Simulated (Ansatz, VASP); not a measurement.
# Pd in VASP and in Ansatz

The input POSCAR:

```
Pd
1.0
    2.7836650458      0.0000000000      0.0000000000
   -1.3918325229      2.4107246453      0.0000000000
    0.0000000000      0.0000000000      4.6288930000
Pd
2
Direct
    0.3333333333      0.6666666667      0.2500000000
    0.6666666667      0.3333333333      0.7500000000
```

INCAR.step1

```
  ALGO = Normal
  EDIFF = 1E-4
  ENCUT = 520
  GGA = PE
  GGA_COMPAT = F
  ISMEAR = -1
  LASPH = T
  LCHARG = F
  LMAXMIX = 4
  LREAL = F
  LSORBIT = T
  LWAVE = T
  MAGMOM = 0 0 0 0 0 0
  NBANDS = 32
  NELM = 150
  PREC = Accurate
  SIGMA = 0.05
```

INCAR.step2

```
  ALGO = Normal
  EDIFF = 1E-7
  ENCUT = 520
  GGA_COMPAT = F
  ISIF = 2
  ISMEAR = -1
  ISTART = 1
  LASPH = T
  LCHARG = F
  LMAXMIX = 4
  LMIXTAU = T
  LORBIT = 11
  LORBMOM = T
  LREAL = F
  LSORBIT = T
  LWAVE = F
  MAGMOM = 0 0 0 0 0 0
  METAGGA = R2SCAN
  NBANDS = 32
  NELM = 150
  PREC = Accurate
  SIGMA = 0.05
```

The input KPOINTS:

```
k-points
0
Gamma
  11 11 6
```

input.yaml

```yaml
crystal:
  lattice:
    - [2.7836650458, 0.0, 0.0]
    - [-1.3918325229, 2.4107246453, 0.0]
    - [0.0, 0.0, 4.628893]
  atoms:
    - { symbol: Pd, position: [0.3333333333, 0.6666666667, 0.25] }
    - { symbol: Pd, position: [0.6666666667, 0.3333333333, 0.75] }
hamiltonian:
  xc: r2scan
  pseudopotentials: { kind: paw_fr }
magnetization:
  noncollinear: true
  spin_orbit: true
kpoints:
  mp_grid: { grid: [11, 11, 6] }
  band_path:
    path:
      - [[0.0, 0.0, 0.0], [0.5, 0.0, 0.0], [0.3333333333, 0.3333333333, 0.0], [0.0, 0.0, 0.0], [0.0, 0.0, 0.5], [0.5, 0.0, 0.5], [0.3333333333, 0.3333333333, 0.5], [0.0, 0.0, 0.5]]
      - [[0.5, 0.0, 0.5], [0.5, 0.0, 0.0]]
      - [[0.3333333333, 0.3333333333, 0.0], [0.3333333333, 0.3333333333, 0.5]]
    npoints: 14
scf:
  occupations: { method: fermi_dirac, width: 0.05 }
  n_extra_bands: 6
output:
  forces: true
  stress: true
  eigenvalues: true
  fatbands: false
```

Alike in both runs: functional r2SCAN; k mesh 11 × 11 × 6; occupations fermi-dirac, width 0.05 eV; non-collinear spin, spin-orbit coupling.

|  | VASP | Ansatz |
| --- | --- | --- |
| version | VASP 6.6.1 | Ansatz 0.2.0 |
| potentials or method | VASP PAW PBE potentials, release 64 (Pd) | Ansatz PAW |
| plane-wave cutoff (eV) | 520 | 500 |
| valence electrons in the cell | 20 | 36 |
| task | single point | band structure |

```tsv
	VASP	Ansatz	Ansatz less VASP
pressure (GPa)	-5.0	-5.5	-0.48
traceless stress, the component that is largest in VASP (GPa)	0.32	0.38	+0.061
net moment per atom (μB)	0.00	0.00	0.000
```

VASP's potentials were made for PBE, not for r2SCAN. VASP's potentials hold 20 valence electrons a cell and Ansatz's 36, so a difference there can come from the potentials and not from the codes.
